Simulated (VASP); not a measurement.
Runs of VASP 6.6.1 on Au. The structure is that of space group R-3m (No. 166), or close to it. The cells are those of the table. 

```tsv
cell	further INCAR settings	gap on the mesh (eV)	pressure (GPa)
a = 2.972 Å, angles 56.6°, 1 atom	ALGO = Fast; EDIFF = 1e-07; NBANDS = 12	none	-0.3
a = 3.644 Å, angles 38.9°, 1 atom	ALGO = Fast; EDIFF = 1e-06; NBANDS = 12	none	74.5
a = 2.653 Å, angles 75.3°, 1 atom	ALGO = Fast; EDIFF = 1e-07; NBANDS = 12	none	12.4
a = 3.096 Å, angles 52.2°, 1 atom	ALGO = Fast; EDIFF = 1e-06; NBANDS = 12	none	5.8
a = 3.977 Å, angles 33.6°, 1 atom	ALGO = Fast; EDIFF = 1e-06; NBANDS = 12	none	(b)
a = 2.757 Å, angles 67.3°, 1 atom	ALGO = Fast; EDIFF = 1e-06; NBANDS = 12	none	(a)
a = 2.597 Å, angles 82.7°, 1 atom	ALGO = Fast; EDIFF = 1e-06; NBANDS = 12	none	21.5
a = 3.322 Å, angles 45.7°, 1 atom	ALGO = Fast; EDIFF = 1e-06; NBANDS = 12	none	27.3
```

Alike in all rows: task single point; level PBEsol; potentials or basis VASP PAW PBE potentials, release 64 (Au); no spin polarisation; k mesh 22 × 22 × 22; cutoff (eV) 520; smearing gaussian 0.15 eV.

Question: Estimate the missing entries.

Answer: (a) 2.6; (b) 143.0.

Caveats: the PAW data sets were made with another functional, which shifts forces and pressure a little; spin-orbit coupling is left out, which moves the levels of the heavy elements.

A k mesh can miss the band edges, and the runs leave out spin-orbit coupling on Au.

A gap of «none» marks levels without a gap at the run's occupations.
